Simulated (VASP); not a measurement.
Input of a VASP 6.6.1 run:

INCAR

```
  ALGO = Normal
  EDIFF = 1E-6
  EDIFFG = -0.04
  ENCUT = 600
  GGA = PE
  IBRION = 2
  ISIF = 3
  ISMEAR = 0
  LASPH = T
  LCHARG = F
  LREAL = F
  LWAVE = F
  NELM = 80
  NSW = 90
  PREC = Accurate
  SIGMA = 0.1
```

The input KPOINTS:

```
k-points
0
Gamma
  6 6 6
```

POSCAR

```
Ti3W
1.0
   -1.8851182017      1.8851182017      4.2109133857
    1.8851182017     -1.8851182017      4.2109133857
    1.8851182017      1.8851182017     -4.2109133857
Ti W
3 1
Direct
    0.5000000000      0.5000000000      0.0000000000
    0.2500000000      0.7500000000      0.5000000000
    0.7500000000      0.2500000000      0.5000000000
    0.0000000000      0.0000000000      0.0000000000
```

Potentials or basis: VASP PAW PBE potentials, release 64 (Ti_sv, W_sv).

The run is started by

```sh
$ cat potpaw_PBE.64/Ti_sv/POTCAR potpaw_PBE.64/W_sv/POTCAR > POTCAR
$ mpirun -np 1 vasp_std > vasp.out
```

Q: What does it give for the band gap on the k mesh?

A: Zero (bands 25 and 26 overlap by 0.80 eV).

Q: What does it give for the relaxed cell?

A: a = 5.303 Å, b = 5.303 Å, c = 5.303 Å, α = 137.79°, β = 137.79°, γ = 61.22°.

Final structure:
```cif
data_structure
_symmetry_space_group_name_H-M 'P 1'
_symmetry_Int_Tables_number 1
_cell_length_a 5.3029
_cell_length_b 5.3029
_cell_length_c 5.3029
_cell_angle_alpha 137.795
_cell_angle_beta 137.795
_cell_angle_gamma 61.218
_cell_volume 66.55
loop_
_atom_site_label
_atom_site_type_symbol
_atom_site_fract_x
_atom_site_fract_y
_atom_site_fract_z
_atom_site_occupancy
Ti1 Ti 0.50000 0.50000 0.00000 1
Ti2 Ti 0.25000 0.75000 0.50000 1
Ti3 Ti 0.75000 0.25000 0.50000 1
W1 W 0.00000 0.00000 0.00000 1
```

Caveat: spin-orbit coupling is left out, which moves the levels of the heavy elements.
